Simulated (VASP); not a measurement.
Set up this calculation in VASP 6.6.1, as the native input.

| Property | Result |
| --- | --- |
| Task | single point |
| Functional | LDA |
| Potentials or basis | VASP PAW LDA potentials, release 64 (I, Na_pv) |
| Cutoff | 520 eV |
| k mesh | 8 × 8 × 8 |
| Occupations | gaussian, width 0.01 eV |
| Spin | no spin polarisation |
| Dipole correction | no |
| Further INCAR settings | ALGO = Normal; EDIFF = 1e-07; NBANDS = 14 |

The structure of NaI lies in POSCAR:

```
NaI
1.0
    0.0000000000      3.2364000000      3.2364000000
    3.2364000000      0.0000000000      3.2364000000
    3.2364000000      3.2364000000      0.0000000000
I Na
1 1
Direct
    0.5000000000      0.5000000000      0.5000000000
    0.0000000000      0.0000000000      0.0000000000
```

The input as run:

INCAR

```
PREC = Accurate ; ENCUT = 520
EDIFF = 1E-7 ; ISMEAR = 0
SIGMA = 0.01 ; LREAL = False
LASPH = True ; NELM = 80
ALGO = Normal ; ISIF = 2
LWAVE = False ; LCHARG = True
LELF = True ; LVHAR = True
NBANDS = 14
```

KPOINTS

```
regular mesh
0
Gamma
  8 8 8
```

Potentials or basis: VASP PAW LDA potentials, release 64 (I, Na_pv).

Command:

```console
$ cat potpaw_LDA.64/I/POTCAR potpaw_LDA.64/Na_pv/POTCAR > POTCAR
$ mpirun -np 1 vasp_std > vasp.out
```

Results of the run:

```yaml
Pressure: -1.6 GPa
Band_gap_on_the_k_mesh: 3.35 eV, direct
```

Caveat: spin-orbit coupling is left out, which moves the levels of the heavy elements.

Run time: 18 s on 1 thread of AMD EPYC 9R14 (Zen 4), with other jobs on the host, peak memory 0.15 GiB.
